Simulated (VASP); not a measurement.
A run of VASP 6.6.1 is set up as follows.

POSCAR

```
MgTe
1.0
    4.7149647152      0.0000000000      0.0000000000
   -2.3574823576      4.0832792213      0.0000000000
    0.0000000000      0.0000000000      7.2755047511
Mg Te
2 2
Direct
    0.3333333333      0.6666666667     -0.0058966169
    0.6666666667      0.3333333333      0.4941033831
    0.3333333333      0.6666666667      0.3808966169
    0.6666666667      0.3333333333      0.8808966169
```

INCAR.step1

```
  PREC = Accurate
  ENCUT = 520
  EDIFF = 1E-5
  ISMEAR = 0
  SIGMA = 0.01
  LREAL = F
  LASPH = T
  NELM = 120
  ALGO = Normal
  ISIF = 2
  LWAVE = T
  LCHARG = F
  GGA = PE
  NBANDS = 16
  GGA_COMPAT = F
```

File INCAR.step2:

```
  PREC = Accurate
  ENCUT = 520
  EDIFF = 1E-6
  ISMEAR = 0
  SIGMA = 0.01
  LREAL = F
  LASPH = T
  NELM = 120
  ALGO = Normal
  ISIF = 2
  LWAVE = F
  LCHARG = F
  GGA = PE
  LHFCALC = T
  HFSCREEN = 0.2079
  PRECFOCK = Normal
  ISTART = 1
  NBANDS = 16
  GGA_COMPAT = F
```

Contents of KPOINTS:

```
Automatic mesh
0
Gamma
  6 6 2
```

Potentials or basis: VASP PAW PBE potentials, release 64 (Mg, Te).

Command:

```sh
$ cat potpaw_PBE.64/Mg/POTCAR potpaw_PBE.64/Te/POTCAR > POTCAR
$ cp INCAR.step1 INCAR
$ mpirun -np 1 vasp_std > vasp.out
$ cp INCAR.step2 INCAR
$ mpirun -np 1 vasp_std > vasp.out
```

(1) Predict the largest force.

(2) What does it give for the band gap on the k mesh?

Results:

(1) 0.006 eV/Å.

(2) 2.84 eV.

Caveat: the k points lie up to 0.43 Å⁻¹ apart; the cell differs from its parent crystal (epitaxial xy strain +3.0%); the PAW data sets were made with another functional, which shifts forces and pressure a little; spin-orbit coupling is left out, which moves the levels of the heavy elements.
